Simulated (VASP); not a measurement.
# AlRu: single point with r2SCAN+U

Crystal: AlRu.

```
Ru Al
1.0
     2.99160    0.00000    0.00000
     0.00000    2.99160    0.00000
     0.00000    0.00000    2.99160
Ru Al
1 1
Direct
  0.50000 0.50000 0.50000
  0.00000 0.00000 0.00000
```

| Item | Value |
| --- | --- |
| Program | VASP 6.6.1 |
| Task | single point |
| Functional | r2SCAN |
| Potentials or basis | VASP PAW PBE potentials, release 64 (Ru_pv, Al) |
| Cutoff | 520 eV |
| k mesh | 9 × 9 × 9 |
| Occupations | gaussian, width 0.05 eV |
| Spin | no spin polarisation |
| Hubbard terms | Ru d U = 3.5 eV |
| Dipole correction | no |
| Further INCAR settings | ALGO = Normal; EDIFF = 1e-06; NBANDS = 16 |

```yaml
Pressure: -3.7 GPa
```

Levels at points of the mesh, in eV from the Fermi level:
```csv
k point,band 5,band 6,band 7,band 8,band 9,band 10,band 11,band 12,band 13,band 14
"(0.00, 0.00, 0.00)",-3.14,-3.14,-0.05,-0.05,-0.05,6.81,6.81,6.81,11.30,11.83
```

Eigenvalues of the final occupation matrices:
| site | spin | trace | eigenvalues |
| --- | --- | --- | --- |
| site 1 d | 1 | 3.18 | 0.49 0.49 0.73 0.73 0.73 |
| site 1 d | 2 | 3.18 | 0.49 0.49 0.73 0.73 0.73 |

Run time: 25 s on 1 thread of Intel(R) Xeon(R) Platinum 8488C (Sapphire Rapids) (shared host), peak memory 0.15 GiB.

Caveat: the PAW data sets were made with another functional, which shifts forces and pressure a little; U without spin polarisation on a metal has little footing; the U is typed as a test and isn't derived for this compound.
